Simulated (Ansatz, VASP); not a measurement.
**Li in VASP and in Ansatz**

```
CELL_PARAMETERS angstrom
-1.75465 1.75465 1.75465
1.75465 -1.75465 1.75465
1.75465 1.75465 -1.75465
ATOMIC_POSITIONS crystal
Li 0.00000 0.00000 0.00000
```

Alike in both runs: task relaxation of cell and atoms; functional r2SCAN; dispersion D4; k mesh 11 × 11 × 11; occupations fermi-dirac, width 0.05 eV; no spin polarisation.

|  | VASP | Ansatz |
| --- | --- | --- |
| version | VASP 6.6.1 | Ansatz 0.2.0 |
| potentials or method | VASP PAW PBE potentials, release 64 (Li_sv) | Ansatz PAW |
| plane-wave cutoff (eV) | 600 | 500 |
| valence electrons in the cell | 3 | 3 |

VASP gave:

| Item | Value |
| --- | --- |
| gap on the k mesh at the Fermi level, each at its own relaxed structure (eV) | none |
| relaxed volume (Å³/atom) | 20.41 |
| relaxed length of the cell vector where the two differ most in proportion (Å) | 2.982 |

**Question.** Which values does Ansatz return?

**Answer.** gap on the k mesh at the Fermi level, each at its own relaxed structure (eV): none; relaxed volume (Å³/atom): 20.89; relaxed length of the cell vector where the two differ most in proportion (Å): 3.005.

VASP's potentials were made for PBE, not for r2SCAN. A gap of «none» marks a metal or a gap that the smearing closes.

Noted on VASP's run: the cutoff is under 1.25 times that of the potentials, so the pressure is a little rough. Noted on Ansatz's run: the plane-wave basis is chosen anew once the cell has moved, so the energies of steps on either side of that aren't comparable.
